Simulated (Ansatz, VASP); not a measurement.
**HfN: VASP beside Ansatz**

Contents of INCAR:

```
  PREC = Accurate
  ENCUT = 520
  EDIFF = 1E-6
  ISMEAR = 0
  SIGMA = 0.15
  LREAL = False
  LASPH = True
  NELM = 100
  ALGO = Normal
  ISIF = 2
  LWAVE = False
  LCHARG = False
  GGA = CA
  NBANDS = 23
```

The input KPOINTS:

```
Automatic mesh
0
Gamma
  14 14 10
```

The input POSCAR:

```
HfN
1.0
    0.0000000000     -2.2339756809     -2.2339756809
    0.0000000000      2.2339756809     -2.2339756809
    4.4679513618      0.0000000000      0.0000000000
Hf N
2 2
Direct
    0.5089789562      0.4910210438      0.5000000000
   -0.0089789562      0.0089789562      0.0000000000
    0.4851010382      0.5148989618      0.0000000000
    0.0148989618     -0.0148989618      0.5000000000
```

Input for Ansatz:

```yaml
crystal:
  lattice:
    - [0.0, -2.2339756809, -2.2339756809]
    - [0.0, 2.2339756809, -2.2339756809]
    - [4.4679513618, 0.0, 0.0]
  atoms:
    - { symbol: Hf, position: [0.5089789562, 0.4910210438, 0.5] }
    - { symbol: Hf, position: [-0.0089789562, 0.0089789562, 0.0] }
    - { symbol: "N", position: [0.4851010382, 0.5148989618, 0.0] }
    - { symbol: "N", position: [0.0148989618, -0.0148989618, 0.5] }
basis:
  ecutwfc: 520.0
kpoints:
  mp_grid: { grid: [14, 14, 10] }
hamiltonian:
  xc: lda
  pseudopotentials: { kind: paw, azcp: { folder: soft_1 } }
scf:
  occupations: { method: gaussian, width: 0.15 }
output:
  forces: true
  stress: true
  eigenvalues: true
```

Change from the starting cell: mode 4 frozen in at -0.042 Å and mode 11 at +0.043 Å (largest displacements).

Alike in both runs: task single point; functional LDA; k mesh 14 × 14 × 10; occupations gaussian, width 0.15 eV; no spin polarisation.

|  | VASP | Ansatz |
| --- | --- | --- |
| version | VASP 6.6.1 | Ansatz 0.2.0 |
| potentials or method | VASP PAW LDA potentials, release 64 (Hf_pv, N), cutoff 520 eV | scalar-relativistic, plane waves, PAW |
| valence electrons in the cell | 30 | 62 |

Ansatz gave:

```
gap on the k mesh at the Fermi level (eV)                     : none
pressure (GPa)                                                : 0.2
traceless stress, the component that is largest in VASP (GPa) : 0.47
rms of the force components (eV/Å)                            : 0.284
```

What did VASP give for the same quantities?

gap on the k mesh at the Fermi level (eV): none; pressure (GPa): -1.0; traceless stress, the component that is largest in VASP (GPa): 0.45; rms of the force components (eV/Å): 0.288.

Ansatz warns that its potentials were made for another functional, while VASP's fit it. LDA's correlation is that of Perdew and Zunger in VASP and of Perdew and Wang (1992) in Ansatz. Atom by atom the forces differ by 0.005 eV/Å (rms over components). A gap of «none» marks a metal or a gap that the smearing closes. VASP's potentials hold 30 valence electrons a cell and Ansatz's 62, so a difference there can come from the potentials and not from the codes.

Spin-orbit coupling is off throughout.
